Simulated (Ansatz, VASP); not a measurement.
# One calculation of WS2, two programs

INCAR

```
  PREC = Accurate
  ENCUT = 520
  EDIFF = 1E-6
  ISMEAR = 0
  SIGMA = 0.02
  LREAL = F
  LASPH = T
  NELM = 60
  ALGO = Normal
  ISIF = 2
  LWAVE = F
  LCHARG = F
  GGA = PE
  NBANDS = 20
```

File KPOINTS:

```
regular mesh
0
Gamma
  12 12 12
```

File POSCAR:

```
WS2
1.0
    1.6262914458      0.9389398040      5.7932220335
   -1.6262914458      0.9389398040      5.7932220335
    0.0000000000     -1.8778796080      5.7932220335
W S
1 2
Direct
   -0.0066281884     -0.0066281884     -0.0066281884
    0.7569194561      0.7569194561      0.7569194561
    0.5810087323      0.5810087323      0.5810087323
```

Input for Ansatz:

```yaml
crystal:
  lattice:
    - [1.6262914458, 0.938939804, 5.7932220335]
    - [-1.6262914458, 0.938939804, 5.7932220335]
    - [0.0, -1.877879608, 5.7932220335]
  atoms:
    - { symbol: W, position: [-0.0066281884, -0.0066281884, -0.0066281884] }
    - { symbol: S, position: [0.7569194561, 0.7569194561, 0.7569194561] }
    - { symbol: S, position: [0.5810087323, 0.5810087323, 0.5810087323] }
basis:
  ecutwfc: 420
kpoints:
  mp_grid: { grid: [12, 12, 12] }
hamiltonian:
  xc: pbe
scf:
  occupations: { method: gaussian, width: 0.02 }
output:
  forces: true
  stress: true
  eigenvalues: true
  populations: true
```

Alike in both runs: task single point; functional PBE; k mesh 12 × 12 × 12; occupations gaussian, width 0.02 eV; no spin polarisation.

```csv
,VASP,Ansatz
version,VASP 6.6.1,Ansatz 0.2.0
potentials or method,"VASP PAW PBE potentials, release 64 (W_sv, S), cutoff 520 eV","scalar-relativistic, plane waves, PAW"
valence electrons in the cell,26,26
```

|  | VASP | Ansatz | Ansatz less VASP |
| --- | --- | --- | --- |
| gap on the k mesh at the Fermi level (eV) | 0.14 | 0.11 | -0.022 |
| least direct gap on the mesh (eV) | 1.02 | 1.00 | -0.016 |
| pressure (GPa) | 2.1 | 2.1 | +0.05 |
| traceless stress, the component that is largest in VASP (GPa) | 5.83 | 5.80 | -0.025 |
| rms of the force components (eV/Å) | 1.921 | 1.918 | -0.0029 |

Atom by atom the forces differ by 0.003 eV/Å (rms over components).

Neither program's run includes spin-orbit coupling.
